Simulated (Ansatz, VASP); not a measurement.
# Ta4In: VASP beside Ansatz

File INCAR:

```
SYSTEM = Ta4In
ALGO = Normal
EDIFF = 1E-6
EDIFFG = -0.08
ENCUT = 600
GGA = PE
IBRION = 2
ISIF = 3
ISMEAR = 0
LASPH = .True.
LCHARG = .False.
LREAL = .False.
LWAVE = .False.
NELM = 60
NSW = 36
PREC = Accurate
SIGMA = 0.2
```

File KPOINTS:

```
k-points
0
Gamma
  5 5 5
  0 0 0
```

Contents of POSCAR:

```
Ta4In
1.0
   -3.6640000000      3.6640000000      1.6385000000
    3.6640000000     -3.6640000000      1.6385000000
    3.6640000000      3.6640000000     -1.6385000000
Ta In
4 1
Direct
    0.4000000000      0.8000000000      0.2000000000
    0.2000000000      0.4000000000      0.6000000000
    0.6000000000      0.2000000000      0.8000000000
    0.8000000000      0.6000000000      0.4000000000
    0.0000000000      0.0000000000      0.0000000000
```

Input for Ansatz:

```yaml
crystal:
  lattice:
    - [-3.664, 3.664, 1.6385]
    - [3.664, -3.664, 1.6385]
    - [3.664, 3.664, -1.6385]
  atoms:
    - { symbol: Ta, position: [0.4, 0.8, 0.2] }
    - { symbol: Ta, position: [0.2, 0.4, 0.6] }
    - { symbol: Ta, position: [0.6, 0.2, 0.8] }
    - { symbol: Ta, position: [0.8, 0.6, 0.4] }
    - { symbol: In, position: [0.0, 0.0, 0.0] }
basis:
  ecutwfc: 420
kpoints:
  mp_grid: { grid: [5, 5, 5] }
hamiltonian:
  xc: pbe
scf:
  occupations: { method: gaussian, width: 0.2 }
  lower_state_search: "off"
output:
  forces: true
  stress: true
  eigenvalues: true
relax:
  adjacent_minimum: "off"
  f_tol: 0.08
  max_steps: 16
  cell: { stress_tol: 0.8 }
```

Alike in both runs: task relaxation of cell and atoms; functional PBE; k mesh 5 × 5 × 5; occupations gaussian, width 0.2 eV; no spin polarisation.

|  | VASP | Ansatz |
| --- | --- | --- |
| version | VASP 6.6.1 | Ansatz 0.2.0 |
| potentials or method | VASP PAW PBE potentials, release 64 (Ta_pv, In_d), cutoff 600 eV | scalar-relativistic, plane waves, PAW |
| valence electrons in the cell | 57 | 65 |

Ansatz gave:

| Property | Result |
| --- | --- |
| gap on the k mesh at the Fermi level, each at its own relaxed structure (eV) | none |
| relaxed volume (Å³/atom) | 19.19 |
| relaxed length of the cell vector where the two differ most in proportion (Å) | 5.521 |

Problem. What did VASP give for the same quantities?

Solution. gap on the k mesh at the Fermi level, each at its own relaxed structure (eV): none; relaxed volume (Å³/atom): 19.12; relaxed length of the cell vector where the two differ most in proportion (Å): 5.514.

A gap of «none» marks a metal or a gap that the smearing closes. VASP's potentials hold 57 valence electrons a cell and Ansatz's 65, so a difference there can come from the potentials and not from the codes.

The k mesh is coarse, so the values compare programs but aren't converged. Spin-orbit coupling is off throughout.
